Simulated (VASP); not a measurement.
VH3, 4 atoms in the cell. It takes space group Pm-3m (No. 221, cubic). The conventional cell has a = 2.774 Å, b = 2.774 Å, c = 2.774 Å, α = 90.00°, β = 90.00°, γ = 90.00°. Within 2.6 Å of V (site symmetry m-3m) lie 12 H at 1.96 Å. Within 2.6 Å of H (site symmetry 4/mmm) lie 4 V at 1.96 Å and 8 H at 1.96 Å. 

| Item | Value |
| --- | --- |
| Program | VASP 6.6.1 |
| Task | single point |
| Functional | PBE |
| Potentials or basis | VASP PAW PBE potentials, release 64 (V_sv, H) |
| Cutoff | 520 eV |
| k mesh | 6 × 6 × 6 |
| Occupations | gaussian, width 0.1 eV |
| Spin | collinear spin, ferromagnetic start |
| Starting moments | [2.0, 0.0, 0.0, 0.0] μB |
| Dipole correction | no |
| Further INCAR settings | ALGO = Normal; EDIFF = 1e-06; NBANDS = 20 |

Potentials or basis: VASP PAW PBE potentials, release 64 (V_sv, H).

The run is started by

```sh
$ cat potpaw_PBE.64/V_sv/POTCAR potpaw_PBE.64/H/POTCAR > POTCAR
$ mpirun -np 1 vasp_std > vasp.out
```

Hardware: 1 thread of Intel(R) Xeon(R) 6975P-C (Granite Rapids), on a shared host.

**Question.** Estimate the wall time of this run.

**Answer.** It took 7 s on 1 thread of Intel(R) Xeon(R) 6975P-C (Granite Rapids), with other jobs on the host, peak memory 0.15 GiB. Counts: scf iterations 13, k points 20.
